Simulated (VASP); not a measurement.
Wanted: the native input for a VASP 6.6.1 run.

| Property | Result |
| --- | --- |
| Task | single point |
| Functional | r2SCAN |
| Potentials or basis | VASP PAW PBE potentials, release 64 (Sn_d, Se) |
| Cutoff | 550 eV |
| k mesh | 6 × 6 × 4 |
| Occupations | gaussian, width 0.01 eV |
| Spin | no spin polarisation |
| Dipole correction | no |
| Further INCAR settings | ALGO = Normal; EDIFF = 1e-06; NBANDS = 28 |

SnSe:

```
Sn Se
1.0
     5.16378    0.00000    0.00000
    -2.58189    4.47197    0.00000
     0.00000    0.00000    6.19250
Sn Se
2 2
Direct
  0.33333 0.66667 0.25000
  0.66667 0.33333 0.75000
  0.66667 0.33333 0.25000
  0.33333 0.66667 0.75000
```

This cell differs from its parent crystal: volume changed by +6%.

The input as run:

POSCAR

```
SnSe
1.0
    5.1637834147      0.0000000000      0.0000000000
   -2.5818917074      4.4719676168      0.0000000000
    0.0000000000      0.0000000000      6.1925035390
Sn Se
2 2
Direct
    0.3333333333      0.6666666667      0.2500000000
    0.6666666667      0.3333333333      0.7500000000
    0.6666666667      0.3333333333      0.2500000000
    0.3333333333      0.6666666667      0.7500000000
```

INCAR.step1

```
PREC     = Accurate       # precision mode
ENCUT    = 550            # plane-wave cutoff, eV
ISMEAR   = 0              # smearing method
SIGMA    = 0.01           # smearing width, eV
LREAL    = False          # projectors in reciprocal space
LASPH    = True           # aspherical terms in the spheres
NELM     = 120            # most SCF steps
NBANDS   = 28             # bands
GGA      = PE             # functional
ALGO     = Normal         # electronic algorithm
EDIFF    = 1E-5           # SCF threshold, eV
LWAVE    = True           # write WAVECAR
LCHARG   = False          # write CHGCAR
GGA_COMPAT= False
```

INCAR.step2

```
PREC     = Accurate       # precision mode
ENCUT    = 550            # plane-wave cutoff, eV
EDIFF    = 1E-6           # SCF threshold, eV
ISMEAR   = 0              # smearing method
SIGMA    = 0.01           # smearing width, eV
LREAL    = False          # projectors in reciprocal space
LASPH    = True           # aspherical terms in the spheres
NELM     = 120            # most SCF steps
ALGO     = Normal         # electronic algorithm
ISIF     = 2              # what is computed and relaxed
LWAVE    = False          # write WAVECAR
LCHARG   = False          # write CHGCAR
METAGGA  = R2SCAN         # meta-GGA
LMIXTAU  = True         
NBANDS   = 28             # bands
ISTART   = 1            
GGA_COMPAT= False
```

KPOINTS

```
regular mesh
0
Gamma
  6 6 4
```

Potentials or basis: VASP PAW PBE potentials, release 64 (Sn_d, Se).

The run is started by

```console
$ cat potpaw_PBE.64/Sn_d/POTCAR potpaw_PBE.64/Se/POTCAR > POTCAR
$ cp INCAR.step1 INCAR
$ mpirun -np 1 vasp_std > vasp.out
$ cp INCAR.step2 INCAR
$ mpirun -np 1 vasp_std > vasp.out
```

It gave:

```json
{
  "Pressure": "-2.1 GPa",
  "Band gap on the k mesh": "0.71 eV, direct"
}
```

Caveat: the PAW data sets were made with another functional, which shifts forces and pressure a little; spin-orbit coupling is left out, which moves the levels of the heavy elements.

Wall time 2.9 min on 1 thread of Intel(R) Xeon(R) Platinum 8375C CPU @ 2.90GHz (Ice Lake), on a shared host, peak memory 0.33 GiB.
